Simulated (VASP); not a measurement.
Write the native input for VASP 6.6.1 that does the following.

* Task: relaxation of cell and atoms
* Functional: PBEsol
* Potentials or basis: VASP PAW PBE potentials, release 64 (Sc_sv, Al, N)
* Cutoff: 600 eV
* k mesh: 6 × 6 × 6
* Occupations: gaussian, width 0.02 eV
* Spin: no spin polarisation
* Dipole correction: no
* Further INCAR settings: ALGO = Normal; EDIFF = 1e-07; IBRION = 2; EDIFFG = -0.005; NSW = 100; ISIF = 3

The structure of Sc3AlN4 lies in POSCAR:

```
Sc3AlN4
1.0
    4.7324910448      0.0000000000      0.0000000000
    0.0000000000      4.7324910448      0.0000000000
    0.0000000000      0.0000000000      4.7324910448
Sc Al N
3 1 4
Direct
    0.5000000000      0.5000000000      0.0000000000
    0.5000000000      0.0000000000      0.5000000000
    0.0000000000      0.5000000000      0.5000000000
    0.0000000000      0.0000000000      0.0000000000
    0.7628195589      0.7628195589      0.2371804411
    0.7628195589      0.2371804411      0.7628195589
    0.2371804411      0.7628195589      0.7628195589
    0.2371804411      0.2371804411      0.2371804411
```

The input as run:

INCAR

```
SYSTEM = Sc3AlN4
ALGO = Normal ; EDIFF = 1E-7
EDIFFG = -0.005 ; ENCUT = 600
GGA = PS ; IBRION = 2
ISIF = 3 ; ISMEAR = 0
LASPH = .True. ; LCHARG = .False.
LREAL = .False. ; LWAVE = .False.
NELM = 60 ; NSW = 100
PREC = Accurate ; SIGMA = 0.02
```

KPOINTS

```
k-points
0
Gamma
  6 6 6
  0 0 0
```

Potentials or basis: VASP PAW PBE potentials, release 64 (Sc_sv, Al, N).

Launch:

```bash
$ cat potpaw_PBE.64/Sc_sv/POTCAR potpaw_PBE.64/Al/POTCAR potpaw_PBE.64/N/POTCAR > POTCAR
$ mpirun -np 1 vasp_std > vasp.out
```

Results of the run:

The energy gained by relaxing is 0.0 meV/atom. The ionic steps are 2, the pressure after relaxing is 0.0 GPa and the band gap on the k mesh is 2.46 eV, direct.

Caveat: the PAW data sets were made with another functional, which shifts forces and pressure a little.

Run time: 95 s on 1 thread of AMD EPYC 9R45 96-Core Processor (Zen 5), with other jobs on the host, peak memory 0.25 GiB.
